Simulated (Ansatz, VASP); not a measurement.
**Two plane-wave programs on Mn**

```
CELL_PARAMETERS angstrom
0.00000 2.00470 2.00470
2.00470 0.00000 2.00470
2.00470 2.00470 0.00000
ATOMIC_POSITIONS crystal
Mn 0.00000 0.00000 0.00000
```

Alike in both runs: task single point; functional r2SCAN; k mesh 15 × 15 × 15; occupations fermi-dirac, width 0.05 eV; collinear spin.

```csv
,VASP,Ansatz
version,VASP 6.6.1,Ansatz 0.2.0
potentials or method,"VASP PAW PBE potentials, release 64 (Mn_pv), cutoff 520 eV","plane waves (500 eV) with PAW, scalar-relativistic"
valence electrons in the cell,13,15
```

VASP gave:

```
pressure (GPa)                                                : -2.1
net moment per atom (μB)                                      : 3.92
size of the moment on the site where the two differ most (μB) : 3.83
```

Task: What did Ansatz give for the same quantities?

Result: Pressure (GPa): -2.4; net moment per atom (μB): 3.91; size of the moment on the site where the two differ most (μB): 3.89.

VASP's potentials were made for PBE, not for r2SCAN. Site moments also hang on the region over which each program counts them. VASP's potentials hold 13 valence electrons a cell and Ansatz's 15, so a difference there can come from the potentials and not from the codes. Ansatz's warnings: stability check not made.
